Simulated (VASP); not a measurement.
**FeO: single point with PBE**

FeO:

```
Fe O
1.0
     1.51768    0.87623    2.51579
    -1.51768    0.87623    2.51579
     0.00000   -1.75247    2.51579
Fe O
1 1
Direct
  0.00000 0.00000 0.00000
  0.50000 0.50000 0.50000
```

```json
{"Program": "VASP 6.6.1", "Task": "single point", "Functional": "PBE", "Potentials or basis": "VASP PAW PBE potentials, release 64 (Fe, O)", "Cutoff": "520 eV", "k mesh": "9 × 9 × 9", "Occupations": "fermi-dirac, width 0.05 eV", "Spin": "collinear spin, ferromagnetic start", "Starting moments": "[1.5, 0.0] μB", "Fixed moment": "1.5 μB", "Dipole correction": "no", "Further INCAR settings": "ALGO = Normal; EDIFF = 1e-06; NBANDS = 18"}
```

The pressure is -21.5 GPa, the net moment is 1.50 μB per cell and the site moments are Fe +1.53; O -0.04 μB. The valence electrons inside the program's atomic spheres are Fe 6.84; O 4.93.

Stress tensor (GPa, compression positive):
```
-21.85   0.00   0.00
  0.00 -21.85   0.00
  0.00   0.00 -20.75
```

It took 22 min on 1 thread of AMD EPYC 7R13 (shared host), peak memory 0.16 GiB.

Caveat: the total moment is fixed, so each spin has its own Fermi level; a cell with one magnetic atom can't hold antiferromagnetic order, which such compounds often take.
